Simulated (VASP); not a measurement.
# BaS (P6_3/mmc) in VASP: settings compared, part 2 of 3

VASP 6.6.1. Earlier steps stand in the parts before.

**3. Single point, PBE (strain +1.5%)**

Contents of INCAR:

```
SYSTEM = BaS
PREC     = Accurate       ! precision mode
ENCUT    = 520            ! plane-wave cutoff, eV
EDIFF    = 1E-6           ! SCF threshold, eV
ISMEAR   = -1             ! smearing method
SIGMA    = 0.02           ! smearing width, eV
LREAL    = .False.        ! projectors in reciprocal space
LASPH    = .True.         ! aspherical terms in the spheres
NELM     = 80             ! most SCF steps
ALGO     = Normal         ! electronic algorithm
ISIF     = 2              ! what is computed and relaxed
LWAVE    = .False.        ! write WAVECAR
LCHARG   = .False.        ! write CHGCAR
GGA      = PE             ! functional
NBANDS   = 24             ! bands
```

Contents of KPOINTS:

```
Automatic mesh
0
Gamma
  6 6 4
  0 0 0
```

Contents of POSCAR:

```
BaS
1.0
    5.4625835942      0.0000000000      0.0000000000
   -2.7312917971      4.7307361629      0.0000000000
    0.0000000000      0.0000000000      6.4790722524
Ba S
2 2
Direct
    0.3333333333      0.6666666667     -0.0625000000
    0.6666666667      0.3333333333      0.4375000000
    0.3333333333      0.6666666667      0.4375000000
    0.6666666667      0.3333333333      0.9375000000
```

Potentials or basis: VASP PAW PBE potentials, release 64 (Ba_sv, S).

Run with:

```console
$ cat potpaw_PBE.64/Ba_sv/POTCAR potpaw_PBE.64/S/POTCAR > POTCAR
$ mpirun -np 1 vasp_std > vasp.out
```

OUTCAR:

```text
SYSTEM = BaS
   PREC = Accurate
   ENCUT = 520
   EDIFF = 1E-6
   ISMEAR = -1
   LREAL = .False.
   LASPH = .True.
   NELM = 80
   ISIF = 2
   GGA = PE

 ion  position               nearest neighbor table
   1  0.333  0.667  0.938-   4 3.15   4 3.15   4 3.15   3 3.24   3 3.24   2 4.52   2 4.52   2 4.52
                             2 4.52   2 4.52   2 4.52
   2  0.667  0.333  0.438-   3 3.15   3 3.15   3 3.15   4 3.24   4 3.24   1 4.52   1 4.52   1 4.52
                             1 4.52   1 4.52   1 4.52
   3  0.333  0.667  0.438-   2 3.15   2 3.15   2 3.15   1 3.24   1 3.24
   4  0.667  0.333  0.938-   1 3.15   1 3.15   1 3.15   2 3.24   2 3.24

  LATTYP: Found a hexagonal cell.
 ALAT       =     5.4625835942
 C/A-ratio  =     1.1860820326

  Lattice vectors:

 A1 = (   5.4625835942,   0.0000000000,   0.0000000000)
 A2 = (  -2.7312917971,   4.7307361629,   0.0000000000)
 A3 = (   0.0000000000,   0.0000000000,   6.4790722524)

Analysis of symmetry for initial positions (statically):
=====================================================================
 Subroutine PRICEL returns:
 Original cell was already a primitive cell.

 Routine SETGRP: Setting up the symmetry group for a
 hexagonal supercell.

 Subroutine GETGRP returns: Found 24 space group operations
 (whereof  6 operations were pure point group operations)
 out of a pool of 24 trial point group operations.

The static configuration has the point symmetry C_3v.
 The point group associated with its full space group is D_6h.

Analysis of symmetry for dynamics (positions and initial velocities):
=====================================================================
 Subroutine PRICEL returns:
 Original cell was already a primitive cell.

 Routine SETGRP: Setting up the symmetry group for a
 hexagonal supercell.

[... 120 lines left out ...]
   ISMEAR =    -1;   SIGMA  =   0.02  broadening in eV -4-tet -1-fermi 0-gaus
   EFERMI_NEDOS =   21; number of points for ismear=-14 and -15
   IALGO  =     38    algorithm
   IMIX   =      4    mixing-type and parameters
     AMIX     =   0.40;   BMIX     =  1.00
     AMIX_MAG =   1.60;   BMIX_MAG =  1.00
  volume/ion in A,a.u.               =      41.86       282.47
  Fermi-wavevector in a.u.,A,eV,Ry     =   0.943000  1.782011 12.098962  0.889249
  Thomas-Fermi vector in A             =   2.070664
   LORBIT       =      0    0 simple, 1 ext, 2 COOP (PROOUT), +10 PAW based schemes
   GGA     = PE    functional components
   LHFCALC =     F    Hartree Fock is set to
   AEXX    =    0.0000 exact exchange contribution
   IVDW    =     0    specifies the selected vdW correction
   LEPSILON=     F    determine dielectric tensor
   LRPA    =     F    only Hartree local field effects (RPA)
 non-spin polarized calculation
  energy-cutoff  :      520.00
  volume of cell :      167.43
 maximum number of plane-waves:      4536
 NGX is ok and might be reduce to    42
   NGX = 21   NGY = 21   NGZ = 25

 number of electron      31.9999995 magnetization

 Free energy of the ion-electron system (eV)
  ---------------------------------------------------
  ext. energy  EPLUGINS =         0.00000000
  ---------------------------------------------------
  free energy    TOTEN  =       -19.97392620 eV

  energy without entropy =      -19.97392620  energy(sigma->0) =      -19.97392620

 E-fermi :   0.7518     XC(G=0):  -7.3598

 val. band max:        0.2771288559   @ k =   0.0000   0.0000   0.0000
 cond. band min:       2.7965664731   @ k =   0.3333   0.3333   0.0000
 fundamental gap:      2.5194376172
 Fermi energy:         0.7517600671

 k-point     1 :       0.0000    0.0000    0.0000
  band No.  band energies     occupation
      1     -26.1354      2.00000
      2     -26.0944      2.00000
      3     -11.5394      2.00000
      4     -11.4168      2.00000
      5     -11.4168      2.00000
      6     -11.2854      2.00000
[... 556 lines left out ...]
     23       6.2140      0.00000
     24       6.2140      0.00000

------------------------ aborting loop because EDIFF is reached ----------------------------------------

  FORCE on cell =-STRESS in cart. coord.  units (eV):
  Direction    XX          YY          ZZ          XY          YZ          ZX
  --------------------------------------------------------------------------------------
  -------------------------------------------------------------------------------------
  Total       -0.9346527     -0.9346527     -1.0837653      0.0000000      0.0000000      0.0000000
  in kB       -8.9437816     -8.9437816    -10.3706543      0.0000000      0.0000000      0.0000000
  external PRESSURE =      -9.4194058 kB  Pullay stress =       0.0000000 kB

 VOLUME and BASIS-vectors are now :
 -----------------------------------------------------------------------------
  energy-cutoff  :      520.00
  volume of cell :      167.43
      direct lattice vectors                 reciprocal lattice vectors
     5.462583594  0.000000000  0.000000000     0.183063560  0.105691796  0.000000000
    -2.731291797  4.730736163  0.000000000     0.000000000  0.211383591  0.000000000
     0.000000000  0.000000000  6.479072252     0.000000000  0.000000000  0.154343085

 POSITION                                       TOTAL-FORCE (eV/Angst)
 -----------------------------------------------------------------------------------
     -0.00000      3.15382      6.07413        -0.000000     -0.000000      0.000000
      2.73129      1.57691      2.83459         0.000000      0.000000     -0.000000
     -0.00000      3.15382      2.83459         0.000000     -0.000000      0.000000
      2.73129      1.57691      6.07413        -0.000000     -0.000000     -0.000000
 -----------------------------------------------------------------------------------
    total drift:                               -0.000000      0.000000      0.000000

  FREE ENERGIE OF THE ION-ELECTRON SYSTEM (eV)
  ---------------------------------------------------
  free  energy   TOTEN  =       -19.9739262036 eV

  energy  without entropy=      -19.9739262036  energy(sigma->0) =      -19.97392620
```

OSZICAR:

```text
N       E                     dE             d eps       ncg     rms          rms(c)
DAV:   1     0.228216184297E+03    0.22822E+03   -0.12973E+04  1008   0.111E+03
DAV:   2    -0.177862603548E+01   -0.22999E+03   -0.21588E+03  1336   0.221E+02
DAV:   3    -0.208878121246E+02   -0.19109E+02   -0.18981E+02  1416   0.695E+01
DAV:   4    -0.216404853236E+02   -0.75267E+00   -0.75206E+00  1624   0.121E+01
DAV:   5    -0.216526968142E+02   -0.12211E-01   -0.12210E-01  1320   0.153E+00    0.662E+00
DAV:   6    -0.200178938241E+02    0.16348E+01   -0.34312E+00  1232   0.722E+00    0.452E+00
DAV:   7    -0.199455379074E+02    0.72356E-01   -0.99360E-01  1456   0.358E+00    0.323E+00
DAV:   8    -0.199463238802E+02   -0.78597E-03   -0.66854E-02  1256   0.124E+00    0.155E+00
DAV:   9    -0.199628061776E+02   -0.16482E-01   -0.35288E-02  1208   0.110E+00    0.376E-01
DAV:  10    -0.199695294610E+02   -0.67233E-02   -0.38171E-03  1320   0.272E-01    0.144E-01
DAV:  11    -0.199736032498E+02   -0.40738E-02   -0.51559E-03  1088   0.311E-01    0.548E-02
DAV:  12    -0.199738288803E+02   -0.22563E-03   -0.79694E-04  1352   0.967E-02    0.357E-02
DAV:  13    -0.199739221493E+02   -0.93269E-04   -0.15286E-04  1160   0.560E-02    0.268E-02
DAV:  14    -0.199739258309E+02   -0.36816E-05   -0.62078E-06  1232   0.104E-02    0.726E-03
DAV:  15    -0.199739262036E+02   -0.37272E-06   -0.12678E-06  1040   0.552E-03
   1 F= -.19973926E+02 E0= -.19973926E+02  d E =-.394125E-12
```

Wall time 86 s (1 thread of Oxide Virtual Turin-like, shared host); peak memory 0.27 GiB.

Results:

```yaml
Free_energy: -19.9739 eV
Pressure: -0.9 GPa
Band_gap_on_the_k_mesh: 2.52 eV (least direct gap 2.67 eV)
```

Levels at points of the mesh, in eV from the valence-band top:
```
           k point  band 12  band 13  band 14  band 15  band 16  band 17  band 18  band 19  band 20  band 21
(0.00, 0.00, 0.00)    -0.86    -0.84    -0.84    -0.47     0.00     2.68     3.67     3.67     4.71     5.34
(0.50, 0.00, 0.00)    -0.81    -0.49    -0.43    -0.34    -0.30     3.11     3.39     3.50     4.95     5.05
(0.00, 0.00, 0.50)    -1.17    -0.94    -0.94    -0.94    -0.94     3.69     3.69     5.33     5.33     5.33
(0.50, 0.00, 0.50)    -1.45    -0.80    -0.80    -0.50    -0.50     3.85     3.85     4.85     4.85     5.46
```

Caveat: the cell differs from its parent crystal (strain +1.5%); the structure was generated, so it needn't be the stable form of BaS; spin-orbit coupling is left out, which moves the levels of the heavy elements. A k mesh can miss the band edges.

**4. Single point, r2SCAN (epitaxial xy strain -0.5%)**

Contents of POSCAR:

```
BaS
1.0
    5.3549464790      0.0000000000      0.0000000000
   -2.6774732395      4.6375196868      0.0000000000
    0.0000000000      0.0000000000      6.3926289769
Ba S
2 2
Direct
    0.3333333333      0.6666666667     -0.0625000000
    0.6666666667      0.3333333333      0.4375000000
    0.3333333333      0.6666666667      0.4375000000
    0.6666666667      0.3333333333      0.9375000000
```

Contents of INCAR.step1:

```
SYSTEM = BaS
  ALGO = Normal
  EDIFF = 1E-4
  ENCUT = 520
  GGA = PE
  ISMEAR = 0
  LASPH = .TRUE.
  LCHARG = .FALSE.
  LREAL = .FALSE.
  LWAVE = .TRUE.
  NBANDS = 24
  NELM = 80
  PREC = Accurate
  SIGMA = 0.01
```

Contents of INCAR.step2:

```
SYSTEM = BaS
  ALGO = Normal
  EDIFF = 1E-7
  ENCUT = 520
  ISIF = 2
  ISMEAR = 0
  ISTART = 1
  LASPH = .TRUE.
  LCHARG = .FALSE.
  LMIXTAU = .TRUE.
  LREAL = .FALSE.
  LWAVE = .FALSE.
  METAGGA = R2SCAN
  NBANDS = 24
  NELM = 80
  PREC = Accurate
  SIGMA = 0.01
```

Contents of KPOINTS:

```
k-points
0
G
  6 6 4
  0 0 0
```

Run with:

```console
$ cat potpaw_PBE.64/Ba_sv/POTCAR potpaw_PBE.64/S/POTCAR > POTCAR
$ cp INCAR.step1 INCAR
$ mpirun -np 1 vasp_std > vasp.out
$ cp INCAR.step2 INCAR
$ mpirun -np 1 vasp_std > vasp.out
```

It took 6.8 min on 1 thread of Oxide Virtual Turin-like, shared host; peak memory 0.29 GiB.

The run converged. Its results:

| Quantity | Value |
| --- | --- |
| Free energy | -77.8613 eV |
| Pressure | 0.7 GPa |
| Band gap on the k mesh | 2.82 eV (least direct gap 2.95 eV) |

Stress tensor (GPa, compression positive):
```
0.84 0.00 0.00
0.00 0.84 0.00
0.00 0.00 0.51
```

Levels at points of the mesh, in eV from the valence-band top:
| k point | band 14 | band 15 | band 16 | band 17 | band 18 | band 19 |
| --- | --- | --- | --- | --- | --- | --- |
| (0.00, 0.00, 0.00) | -0.88 | -0.43 | 0.00 | 3.12 | 4.17 | 4.17 |
| (0.50, 0.00, 0.00) | -0.41 | -0.34 | -0.30 | 3.54 | 3.72 | 3.87 |
| (0.00, 0.00, 0.50) | -1.01 | -1.01 | -1.01 | 4.14 | 4.14 | 6.01 |
| (0.50, 0.00, 0.50) | -0.86 | -0.49 | -0.49 | 4.20 | 4.20 | 5.43 |

Caveat: the cell differs from its parent crystal (epitaxial xy strain -0.5%); the structure was generated, so it needn't be the stable form of BaS; the PAW data sets were made with another functional, which shifts forces and pressure a little; spin-orbit coupling is left out, which moves the levels of the heavy elements.

**5. Single point, r2SCAN**

This run uses another cell than the first one, of 40.03 Å³/atom.

Contents of POSCAR:

```
BaS
1.0
    5.3818557578      0.0000000000      0.0000000000
   -2.6909278789      4.6608238058      0.0000000000
    0.0000000000      0.0000000000      6.3833224162
Ba S
2 2
Direct
    0.3333333333      0.6666666667     -0.0625000000
    0.6666666667      0.3333333333      0.4375000000
    0.3333333333      0.6666666667      0.4375000000
    0.6666666667      0.3333333333      0.9375000000
```

Contents of INCAR.step1:

```
SYSTEM = BaS
PREC = Accurate ; ENCUT = 520
ISMEAR = 0 ; SIGMA = 0.01
LREAL = .False. ; LASPH = .True.
NELM = 80 ; NBANDS = 24
GGA = PE ; ALGO = Normal
EDIFF = 1E-4 ; LWAVE = .True.
LCHARG = .False.
```

Contents of INCAR.step2:

```
SYSTEM = BaS
PREC = Accurate ; ENCUT = 520
EDIFF = 1E-7 ; ISMEAR = 0
SIGMA = 0.01 ; LREAL = .False.
LASPH = .True. ; NELM = 80
ALGO = Normal ; ISIF = 2
LWAVE = .False. ; LCHARG = .True.
METAGGA = R2SCAN ; LMIXTAU = .True.
LELF = .True. ; LVHAR = .True.
NBANDS = 24 ; ISTART = 1
```

Contents of KPOINTS:

```
regular mesh
0
Gamma
  6 6 4
  0 0 0
```

Potentials or basis: VASP PAW PBE potentials, release 64 (Ba_sv, S).

Run with:

```console
$ cat potpaw_PBE.64/Ba_sv/POTCAR potpaw_PBE.64/S/POTCAR > POTCAR
$ cp INCAR.step1 INCAR
$ mpirun -np 1 vasp_std > vasp.out
$ cp INCAR.step2 INCAR
$ mpirun -np 1 vasp_std > vasp.out
```

OUTCAR:

```text
SYSTEM = BaS
   PREC = Accurate
   ENCUT = 520
   EDIFF = 1E-7
   ISMEAR = 0
   LREAL = .False.
   LASPH = .True.
   NELM = 80
   ISIF = 2
   METAGGA = R2SCAN
   ISTART = 1

 ion  position               nearest neighbor table
   1  0.333  0.667  0.938-   4 3.11   4 3.11   4 3.11   3 3.19   3 3.19   2 4.45   2 4.45   2 4.45
                             2 4.45   2 4.45   2 4.45
   2  0.667  0.333  0.438-   3 3.11   3 3.11   3 3.11   4 3.19   4 3.19   1 4.45   1 4.45   1 4.45
                             1 4.45   1 4.45   1 4.45
   3  0.333  0.667  0.438-   2 3.11   2 3.11   2 3.11   1 3.19   1 3.19
   4  0.667  0.333  0.938-   1 3.11   1 3.11   1 3.11   2 3.19   2 3.19

  LATTYP: Found a hexagonal cell.
 ALAT       =     5.3818557578
 C/A-ratio  =     1.1860820326

  Lattice vectors:

 A1 = (   5.3818557578,   0.0000000000,   0.0000000000)
 A2 = (  -2.6909278789,   4.6608238058,   0.0000000000)
 A3 = (   0.0000000000,   0.0000000000,   6.3833224162)

Analysis of symmetry for initial positions (statically):
=====================================================================
 Subroutine PRICEL returns:
 Original cell was already a primitive cell.
[... 171 lines left out ...]

 E-fermi :   0.3302     XC(G=0):  -7.9696

 val. band max:        0.2173619740   @ k =   0.0000   0.0000   0.0000
 cond. band min:       3.0391240927   @ k =   0.3333   0.3333   0.0000
 fundamental gap:      2.8217621188
 Fermi energy:         0.3302427855

 k-point     1 :       0.0000    0.0000    0.0000
  band No.  band energies     occupation
      1     -26.7917      2.00000
      2     -26.7376      2.00000
      3     -11.8380      2.00000
      4     -11.6831      2.00000
      5     -11.6831      2.00000
      6     -11.5272      2.00000
[... 556 lines left out ...]
     23       6.9239      0.00000
     24       6.9239      0.00000

------------------------ aborting loop because EDIFF is reached ----------------------------------------

  FORCE on cell =-STRESS in cart. coord.  units (eV):
  Direction    XX          YY          ZZ          XY          YZ          ZX
  --------------------------------------------------------------------------------------
  -------------------------------------------------------------------------------------
  Total        0.4107975      0.4107975      0.5030722      0.0000000      0.0000000      0.0000000
  in kB        4.1105212      4.1105212      5.0338401      0.0000000      0.0000000      0.0000000
  external PRESSURE =       4.4182942 kB  Pullay stress =       0.0000000 kB

 VOLUME and BASIS-vectors are now :
 -----------------------------------------------------------------------------
  energy-cutoff  :      520.00
  volume of cell :      160.12
      direct lattice vectors                 reciprocal lattice vectors
     5.381855758  0.000000000  0.000000000     0.185809513  0.107277173  0.000000000
    -2.690927879  4.660823806  0.000000000     0.000000000  0.214554345  0.000000000
     0.000000000  0.000000000  6.383322416     0.000000000  0.000000000  0.156658231

 POSITION                                       TOTAL-FORCE (eV/Angst)
 -----------------------------------------------------------------------------------
     -0.00000      3.10722      5.98436         0.000000     -0.000000     -0.000000
      2.69093      1.55361      2.79270        -0.000000      0.000000      0.000000
     -0.00000      3.10722      2.79270        -0.000000     -0.000000     -0.000000
      2.69093      1.55361      5.98436         0.000000      0.000000      0.000000
 -----------------------------------------------------------------------------------
    total drift:                               -0.000000      0.000000      0.000000

  FREE ENERGIE OF THE ION-ELECTRON SYSTEM (eV)
  ---------------------------------------------------
  free  energy   TOTEN  =       -77.8668987849 eV

  energy  without entropy=      -77.8668987849  energy(sigma->0) =      -77.86689878
```

OUTCAR.step1:

```text
SYSTEM = BaS
   PREC = Accurate
   ENCUT = 520
   ISMEAR = 0
   LREAL = .False.
   LASPH = .True.
   NELM = 80
[... 793 lines left out ...]
      2.69093      1.55361      2.79270         0.000000      0.000000      0.000000
     -0.00000      3.10722      2.79270        -0.000000     -0.000000     -0.000000
      2.69093      1.55361      5.98436         0.000000     -0.000000      0.000000
 -----------------------------------------------------------------------------------
    total drift:                               -0.000000      0.000000      0.000000

  FREE ENERGIE OF THE ION-ELECTRON SYSTEM (eV)
  ---------------------------------------------------
  free  energy   TOTEN  =       -19.9855702544 eV

  energy  without entropy=      -19.9855702544  energy(sigma->0) =      -19.98557025
```

OSZICAR.step1:

```text
N       E                     dE             d eps       ncg     rms          rms(c)
DAV:   1     0.223615063485E+03    0.22362E+03   -0.13164E+04  1008   0.112E+03
DAV:   2    -0.343739431157E+01   -0.22705E+03   -0.21067E+03  1384   0.218E+02
DAV:   3    -0.210166248345E+02   -0.17579E+02   -0.17449E+02  1360   0.665E+01
DAV:   4    -0.216364970399E+02   -0.61987E+00   -0.61926E+00  1640   0.109E+01
DAV:   5    -0.216442201332E+02   -0.77231E-02   -0.77220E-02  1280   0.124E+00    0.693E+00
DAV:   6    -0.200406401856E+02    0.16036E+01   -0.32830E+00  1224   0.712E+00    0.476E+00
DAV:   7    -0.199590553314E+02    0.81585E-01   -0.96222E-01  1440   0.361E+00    0.325E+00
DAV:   8    -0.199600449422E+02   -0.98961E-03   -0.70592E-02  1272   0.131E+00    0.146E+00
DAV:   9    -0.199753531209E+02   -0.15308E-01   -0.32884E-02  1176   0.105E+00    0.344E-01
DAV:  10    -0.199818408502E+02   -0.64877E-02   -0.37988E-03  1304   0.279E-01    0.115E-01
DAV:  11    -0.199852737878E+02   -0.34329E-02   -0.43526E-03  1056   0.289E-01    0.614E-02
DAV:  12    -0.199855056291E+02   -0.23184E-03   -0.76650E-04  1168   0.985E-02    0.328E-02
DAV:  13    -0.199855702544E+02   -0.64625E-04   -0.10965E-04   920   0.493E-02
   1 F= -.19985570E+02 E0= -.19985570E+02  d E =-.314622E-40
```

It took 7.5 min on 1 thread of Oxide Virtual Turin-like, shared host; peak memory 0.29 GiB.

Results:

```yaml
Free_energy: -77.8669 eV
Pressure: 0.4 GPa
Band_gap_on_the_k_mesh: 2.82 eV (least direct gap 2.97 eV)
```

Stress tensor (GPa, compression positive):
```
0.41 0.00 0.00
0.00 0.41 0.00
0.00 0.00 0.50
```

Caveat: the structure was generated, so it needn't be the stable form of BaS; the PAW data sets were made with another functional, which shifts forces and pressure a little; spin-orbit coupling is left out, which moves the levels of the heavy elements. A k mesh can miss the band edges.

(Part 2 of 3 ends here.)
